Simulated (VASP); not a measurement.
LaSi, 8 atoms in the cell. It takes space group Cmcm (No. 63, orthorhombic). The conventional cell has a = 4.536 Å, b = 13.195 Å, c = 6.590 Å, α = 90.00°, β = 90.00°, γ = 90.00°. Within 4.1 Å of La (site symmetry m2m) lie 6 Si at 3.13 to 3.18 Å and 9 La at 3.66 to 4.05 Å. La (site symmetry m2m) has 8 Si at 3.11 to 3.20 Å and 7 La at 3.57 to 4.01 Å within 4.1 Å. Within 3.3 Å of Si (site symmetry m) lie 2 Si at 2.47 to 2.55 Å and 7 La at 3.11 to 3.20 Å. 

```yaml
Program: VASP 6.6.1
Task: single point
Functional: PBEsol
Potentials_or_basis: VASP PAW PBE potentials, release 64 (La, Si)
Cutoff: 520 eV
k_mesh: 8 × 8 × 6
Occupations: gaussian, width 0.05 eV
Spin: no spin polarisation
Dipole_correction: no
Further_INCAR_settings: ALGO = Normal; EDIFF = 1e-06; NBANDS = 40
```

Potentials or basis: VASP PAW PBE potentials, release 64 (La, Si).

Launch:

```sh
$ cat potpaw_PBE.64/La/POTCAR potpaw_PBE.64/Si/POTCAR > POTCAR
$ mpirun -np 1 vasp_std > vasp.out
```

Hardware: 1 thread of Intel(R) Xeon(R) Platinum 8259CL CPU @ 2.50GHz (Skylake/Cascade Lake) (shared host).

Task: Estimate the wall time of this run.

Result: Run time: 21 min on 1 thread of Intel(R) Xeon(R) Platinum 8259CL CPU @ 2.50GHz (Skylake/Cascade Lake) (shared host), peak memory 0.76 GiB. Counts: scf iterations 16, k points 84.
